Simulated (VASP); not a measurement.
# Cd2Ir (P6/mmm) in VASP: further runs

Cd2Ir is run at these levels: PBE; tasks: single point, relaxation of cell and atoms.

Program: VASP 6.6.1. These are calculated values, not measurements. Logs are shortened: lines on timing, memory, paths and dates and some standing lists are left out, and cuts for length are marked.

## 1. The cell of the first run

It takes space group P6/mmm (No. 191, hexagonal). The conventional cell has a = 4.529 Å, b = 4.529 Å, c = 3.186 Å, α = 90.00°, β = 90.00°, γ = 120.00°. Cd (site symmetry -6m2) has 5 Cd at 2.61 to 3.19 Å and 6 Ir at 3.06 Å within 3.4 Å. Ir (site symmetry 6/mmm) has 12 Cd at 3.06 Å and 2 Ir at 3.19 Å within 4.0 Å.

## 2. Single point, PBE

Contents of INCAR:

```
PREC     = Accurate       # precision mode
ENCUT    = 520            # plane-wave cutoff, eV
EDIFF    = 1E-7           # SCF threshold, eV
ISMEAR   = 0              # smearing method
SIGMA    = 0.1            # smearing width, eV
LREAL    = F              # projectors in reciprocal space
LASPH    = T              # aspherical terms in the spheres
NELM     = 100            # most SCF steps
ALGO     = Normal         # electronic algorithm
ISIF     = 2              # what is computed and relaxed
LWAVE    = F              # write WAVECAR
LCHARG   = F              # write CHGCAR
GGA      = PE             # functional
NBANDS   = 24             # bands
```

Contents of KPOINTS:

```
Automatic mesh
0
Gamma
  6 6 6
```

Contents of POSCAR:

```
Cd2Ir
1.0
    4.5290269422      0.0000000000      0.0000000000
   -2.2645134711      3.9222523864      0.0000000000
    0.0000000000      0.0000000000      3.1855554136
Cd Ir
2 1
Direct
    0.3333333333      0.6666666667      0.5000000000
    0.6666666667      0.3333333333      0.5000000000
    0.0000000000      0.0000000000      0.0000000000
```

Potentials or basis: VASP PAW PBE potentials, release 64 (Cd, Ir).

Command:

```sh
$ cat potpaw_PBE.64/Cd/POTCAR potpaw_PBE.64/Ir/POTCAR > POTCAR
$ mpirun -np 1 vasp_std > vasp.out
```

OUTCAR:

```text
PREC = Accurate
   ENCUT = 520
   EDIFF = 1E-7
   ISMEAR = 0
   LREAL = F
   LASPH = T
   NELM = 100
   ISIF = 2
   GGA = PE

 ion  position               nearest neighbor table
   1  0.333  0.667  0.500-   2 2.61   2 2.61   2 2.61   3 3.06   3 3.06   3 3.06   3 3.06   3 3.06
                             3 3.06
   2  0.667  0.333  0.500-   1 2.61   1 2.61   1 2.61   3 3.06   3 3.06   3 3.06   3 3.06   3 3.06
                             3 3.06
   3  0.000  0.000  0.000-   1 3.06   2 3.06   1 3.06   2 3.06   2 3.06   2 3.06   1 3.06   1 3.06
                             2 3.06   2 3.06   1 3.06   1 3.06

  LATTYP: Found a hexagonal cell.
 ALAT       =     4.5290269422
 C/A-ratio  =     0.7033642004

  Lattice vectors:

 A1 = (   4.5290269422,   0.0000000000,   0.0000000000)
 A2 = (  -2.2645134711,   3.9222523864,   0.0000000000)
 A3 = (   0.0000000000,   0.0000000000,   3.1855554136)

Analysis of symmetry for initial positions (statically):
=====================================================================
 Subroutine PRICEL returns:
 Original cell was already a primitive cell.

 Routine SETGRP: Setting up the symmetry group for a
 hexagonal supercell.

 Subroutine GETGRP returns: Found 24 space group operations
 (whereof 24 operations were pure point group operations)
 out of a pool of 24 trial point group operations.

The static configuration has the point symmetry D_6h.

Analysis of symmetry for dynamics (positions and initial velocities):
=====================================================================
 Subroutine PRICEL returns:
 Original cell was already a primitive cell.

 Routine SETGRP: Setting up the symmetry group for a
 hexagonal supercell.

 Subroutine GETGRP returns: Found 24 space group operations
 (whereof 24 operations were pure point group operations)
 out of a pool of 24 trial point group operations.

The dynamic configuration has the point symmetry D_6h.

 Subroutine INISYM returns: Found 24 space group operations
 (whereof 24 operations are pure point group operations),
 and found     1 'primitive' translations

----------------------------------------------------------------------------------------

                                     Primitive cell

  volume of cell :      56.5882

  direct lattice vectors                    reciprocal lattice vectors
     4.529026942  0.000000000  0.000000000     0.220797980  0.127477773  0.000000000
    -2.264513471  3.922252386  0.000000000     0.000000000  0.254955546  0.000000000
     0.000000000  0.000000000  3.185555414     0.000000000  0.000000000  0.313917000

  length of vectors
[... 87 lines left out ...]
   NSW    =      0    number of steps for IOM
   IBRION =     -1    ionic relax: 0-MD 1-quasi-New 2-CG
   NFREE  =      0    steps in history (QN), initial steepest desc. (CG)
   ISIF   =      2    stress and relaxation
   ISYM   =      2    0-nonsym 1-usesym 2-fastsym
   POTIM  = 0.5000    time-step for ionic-motion
   TEBEG  =    0.0;   TEEND  =   0.0 temperature during run
   PSTRESS=    0.0 pullay stress
   NELECT =      33.0000    total number of electrons
   NUPDOWN=      -1.0000    fix difference up-down
   EMIN   =  10.00;   EMAX   =-10.00  energy-range for DOS
   EFERMI =   0.00;   METHOD = LEGACY
   ISMEAR =     0;   SIGMA  =   0.10  broadening in eV -4-tet -1-fermi 0-gaus
   EFERMI_NEDOS =   21; number of points for ismear=-14 and -15
   IALGO  =     38    algorithm
   IMIX   =      4    mixing-type and parameters
     AMIX     =   0.40;   BMIX     =  1.00
     AMIX_MAG =   1.60;   BMIX_MAG =  1.00
  volume/ion in A,a.u.               =      18.86       127.29
  Fermi-wavevector in a.u.,A,eV,Ry     =   1.367742  2.584658 25.452677  1.870719
  Thomas-Fermi vector in A             =   2.493768
   LORBIT       =      0    0 simple, 1 ext, 2 COOP (PROOUT), +10 PAW based schemes
   GGA     = PE    functional components
   LHFCALC =     F    Hartree Fock is set to
   AEXX    =    0.0000 exact exchange contribution
   IVDW    =     0    specifies the selected vdW correction
   LEPSILON=     F    determine dielectric tensor
   LRPA    =     F    only Hartree local field effects (RPA)
 non-spin polarized calculation
 Gauss-broadening in eV      SIGMA  =   0.10
  energy-cutoff  :      520.00
  volume of cell :       56.59
 maximum number of plane-waves:      1572
 NGX is ok and might be reduce to    36
   NGX = 17   NGY = 17   NGZ = 11

 number of electron      33.0000003 magnetization

 Free energy of the ion-electron system (eV)
  ---------------------------------------------------
  ext. energy  EPLUGINS =         0.00000000
  ---------------------------------------------------
  free energy    TOTEN  =        -9.34156269 eV

  energy without entropy =       -9.33462610  energy(sigma->0) =       -9.33809440

 E-fermi :   4.0141     XC(G=0): -11.9141

 val. band max:        3.9460885336   @ k =   0.3333   0.0000   0.1667
 cond. band min:       4.0691062570   @ k =   0.3333   0.1667   0.3333
 fundamental gap:      0.1230177234
 Fermi energy:         4.0140778468

 k-point     1 :       0.0000    0.0000    0.0000
  band No.  band energies     occupation
      1      -5.5783      2.00000
      2      -4.9576      2.00000
      3      -4.9576      2.00000
      4      -4.6689      2.00000
      5      -4.6689      2.00000
      6      -4.6326      2.00000
[... 637 lines left out ...]
     23      10.9141      0.00000
     24      16.3192      0.00000

 [... further k-points ...]

------------------------ aborting loop because EDIFF is reached ----------------------------------------

  FORCE on cell =-STRESS in cart. coord.  units (eV):
  Direction    XX          YY          ZZ          XY          YZ          ZX
  --------------------------------------------------------------------------------------
  -------------------------------------------------------------------------------------
  Total        1.3057887      1.3057887     -4.9219968      0.0000000     -0.0000000      0.0000000
  in kB       36.9707171     36.9707171   -139.3562037      0.0000000     -0.0000000      0.0000000
  external PRESSURE =     -21.8049231 kB  Pullay stress =       0.0000000 kB

 VOLUME and BASIS-vectors are now :
 -----------------------------------------------------------------------------
  energy-cutoff  :      520.00
  volume of cell :       56.59
      direct lattice vectors                 reciprocal lattice vectors
     4.529026942  0.000000000  0.000000000     0.220797980  0.127477773  0.000000000
    -2.264513471  3.922252386  0.000000000     0.000000000  0.254955546  0.000000000
     0.000000000  0.000000000  3.185555414     0.000000000  0.000000000  0.313917000

 POSITION                                       TOTAL-FORCE (eV/Angst)
 -----------------------------------------------------------------------------------
     -0.00000      2.61483      1.59278         0.000000     -0.000000      0.000000
      2.26451      1.30742      1.59278        -0.000000      0.000000     -0.000000
      0.00000      0.00000      0.00000        -0.000000      0.000000     -0.000000
 -----------------------------------------------------------------------------------
    total drift:                                0.000000     -0.000000     -0.000000

  FREE ENERGIE OF THE ION-ELECTRON SYSTEM (eV)
  ---------------------------------------------------
  free  energy   TOTEN  =        -9.3415626890 eV

  energy  without entropy=       -9.3346261023  energy(sigma->0) =       -9.33809440
```

stdout:

```text
POSCAR found type information on POSCAR CdIr
 POSCAR found :  2 types and       3 ions
 scaLAPACK will be used
 LDA part: xc-table for (Slater+PW92), standard interpolation
 POSCAR, INCAR and KPOINTS ok, starting setup
 FFT: planning ... GRIDC
 FFT: planning ... GRID_SOFT
 FFT: planning ... GRID
 WAVECAR not read
 entering main loop
```

It took 16 s on 1 thread of Intel Xeon 6975P-C (Granite Rapids), shared host; peak memory 0.2 GiB.

What came out:

```
Free energy            : -9.3416 eV
Pressure               : -2.2 GPa
Band gap on the k mesh : zero (an odd number of electrons rules out a gap without spin polarisation)
```

Caveat: the stress differs along the axes, from -14 to 4 GPa; spin-orbit coupling is left out, which moves the levels of the heavy elements.

## 3. Single point, PBE

This run uses another cell than the first one, of 18.03 Å³/atom.

Contents of INCAR:

```
SYSTEM = Cd2Ir
PREC = Accurate ; ENCUT = 520
EDIFF = 1E-6 ; ISMEAR = 0
SIGMA = 0.1 ; LREAL = .False.
LASPH = .True. ; NELM = 80
ALGO = Fast ; ISIF = 2
LWAVE = .False. ; LCHARG = .True.
GGA = PE ; LELF = .True.
LVHAR = .True. ; NBANDS = 24
```

Contents of KPOINTS:

```
regular mesh
0
Gamma
  12 12 14
  0 0 0
```

Contents of POSCAR:

```
Cd2Ir
1.0
    4.6357925350      0.0000000000      0.0000000000
   -2.3178962675      4.0147141020      0.0000000000
    0.0000000000      0.0000000000      2.9055456722
Cd Ir
2 1
Direct
    0.3333333333      0.6666666667      0.5000000000
    0.6666666667      0.3333333333      0.5000000000
    0.0000000000      0.0000000000      0.0000000000
```

Potentials or basis: VASP PAW PBE potentials, release 64 (Cd, Ir).

Command:

```sh
$ cat potpaw_PBE.64/Cd/POTCAR potpaw_PBE.64/Ir/POTCAR > POTCAR
$ mpirun -np 1 vasp_std > vasp.out
```

Wall time 75 s (1 thread of Intel Xeon 6975P-C (Granite Rapids), shared host); peak memory 0.31 GiB.

The run converged. Its results:

```yaml
Free_energy: -9.6018 eV
Pressure: 0.8 GPa
Band_gap_on_the_k_mesh: zero (an odd number of electrons rules out a gap without spin polarisation)
```

Stress tensor (GPa, compression positive):
```
0.90 0.00 0.00
0.00 0.90 0.00
0.00 0.00 0.60
```

Levels at points of the mesh, in eV from the Fermi level:
| k point | band 12 | band 13 | band 14 | band 15 | band 16 | band 17 | band 18 | band 19 | band 20 | band 21 |
| --- | --- | --- | --- | --- | --- | --- | --- | --- | --- | --- |
| (0.00, 0.00, 0.00) | -3.20 | -2.83 | -2.83 | -0.07 | -0.07 | 2.53 | 3.31 | 3.31 | 4.54 | 4.82 |
| (0.50, 0.00, 0.00) | -5.81 | -3.14 | -1.58 | -1.42 | -1.15 | -0.24 | -0.05 | 3.19 | 10.36 | 10.77 |
| (0.00, 0.00, 0.50) | -2.98 | -2.13 | -2.13 | -0.93 | -0.93 | 2.30 | 4.84 | 5.01 | 5.01 | 7.54 |
| (0.50, 0.00, 0.50) | -3.05 | -2.27 | -1.06 | -0.91 | -0.90 | -0.62 | 2.46 | 3.39 | 5.70 | 5.85 |

Caveat: spin-orbit coupling is left out, which moves the levels of the heavy elements.

## 4. Relaxation of cell and atoms, PBE

Contents of INCAR:

```
  ALGO = Fast
  EDIFF = 1E-6
  EDIFFG = -0.01
  ENCUT = 600
  GGA = PE
  IBRION = 2
  ISIF = 3
  ISMEAR = 0
  LASPH = True
  LCHARG = False
  LREAL = False
  LWAVE = False
  NELM = 60
  NSW = 100
  PREC = Accurate
  SIGMA = 0.1
```

Contents of KPOINTS:

```
k-points
0
Gamma
  12 12 14
```

Contents of POSCAR:

```
Cd2Ir
1.0
    4.5290269422      0.0000000000      0.0000000000
   -2.2645134711      3.9222523864      0.0000000000
    0.0000000000      0.0000000000      3.1855554136
Cd Ir
2 1
Direct
    0.3333333333      0.6666666667      0.5000000000
    0.6666666667      0.3333333333      0.5000000000
    0.0000000000      0.0000000000      0.0000000000
```

Command:

```sh
$ cat potpaw_PBE.64/Cd/POTCAR potpaw_PBE.64/Ir/POTCAR > POTCAR
$ mpirun -np 1 vasp_std > vasp.out
```

Wall time 5.5 min (1 thread of Intel Xeon 6975P-C (Granite Rapids), shared host); peak memory 0.36 GiB.

The run converged. Its results:

| Item | Value |
| --- | --- |
| Free energy | -9.6032 eV |
| Relaxed volume | 18.13 Å³/atom |
| Relaxed cell | a = 4.647 Å, b = 4.647 Å, c = 2.908 Å, α = 90.00°, β = 90.00°, γ = 120.00° |
| Space group after relaxing (to 0.1 Å) | P6/mmm (No. 191) |
| Energy gained by relaxing | 89.3 meV/atom |
| Ionic steps | 6 |
| Pressure after relaxing | 0.0 GPa |
| Band gap on the k mesh | zero (an odd number of electrons rules out a gap without spin polarisation) |

Stress tensor (GPa, compression positive):
```
-0.02  0.00  0.00
 0.00 -0.02  0.00
 0.00  0.00  0.07
```

Step by step:
| step | energy change (eV) | largest force (eV/Å) | pressure (GPa) | volume (Å³) |
| --- | --- | --- | --- | --- |
| 1 | 0.0000 | 0.0000 | -2.27 | 56.59 |
| 2 | -0.2637 | 0.0000 | 0.45 | 54.24 |
| 3 | -0.2663 | 0.0000 | 0.98 | 54.00 |
| 4 | -0.2663 | 0.0000 | 1.08 | 53.94 |
| 5 | -0.2661 | 0.0000 | -1.07 | 54.85 |
| 6 | -0.2678 | 0.0000 | 0.01 | 54.38 |

Final structure:
```
CELL_PARAMETERS angstrom
4.64744 0.00000 0.00000
-2.32372 4.02480 0.00000
0.00000 0.00000 2.90750
ATOMIC_POSITIONS crystal
Cd 0.33333 0.66667 0.50000
Cd 0.66667 0.33333 0.50000
Ir 0.00000 0.00000 0.00000
```

Levels at points of the mesh, in eV from the Fermi level:
| k point | band 14 | band 15 | band 16 | band 17 | band 18 | band 19 |
| --- | --- | --- | --- | --- | --- | --- |
| (0.00, 0.00, 0.00) | -2.81 | -0.07 | -0.07 | 2.49 | 3.28 | 3.28 |
| (0.50, 0.00, 0.00) | -1.57 | -1.42 | -1.15 | -0.23 | -0.04 | 3.14 |
| (0.00, 0.00, 0.50) | -2.13 | -0.93 | -0.93 | 2.29 | 4.81 | 4.99 |
| (0.50, 0.00, 0.50) | -1.05 | -0.90 | -0.89 | -0.62 | 2.44 | 3.38 |

Caveat: spin-orbit coupling is left out, which moves the levels of the heavy elements.

## 5. Summary

| task | cell | k mesh | cutoff (eV) | gap on the mesh (eV) | pressure (GPa) |
| --- | --- | --- | --- | --- | --- |
| single point | a = 4.529, b = 4.529, c = 3.186 Å, angles 90.0, 90.0, 120.0°, 3 atoms | 6 × 6 × 6 | 520 | none | -2.2 |
| single point | a = 4.636, b = 4.636, c = 2.906 Å, angles 90.0, 90.0, 120.0°, 3 atoms | 12 × 12 × 14 | 520 | none | 0.8 |
| relaxation of cell and atoms | relaxed from a = 4.529, b = 4.529, c = 3.186 Å, angles 90.0, 90.0, 120.0°, 3 atoms | 12 × 12 × 14 | 600 | none | 0.0 |

Alike in all rows: level PBE; potentials or basis VASP PAW PBE potentials, release 64 (Cd, Ir); no spin polarisation; smearing gaussian 0.1 eV.

Caveats: spin-orbit coupling is left out, which moves the levels of the heavy elements; the stress differs along the axes, from -14 to 4 GPa (at least some runs).

Absolute energies hang on the potentials; compare differences alone.

The gap in the log of VASP goes by the Fermi energy; the results here count the filled bands.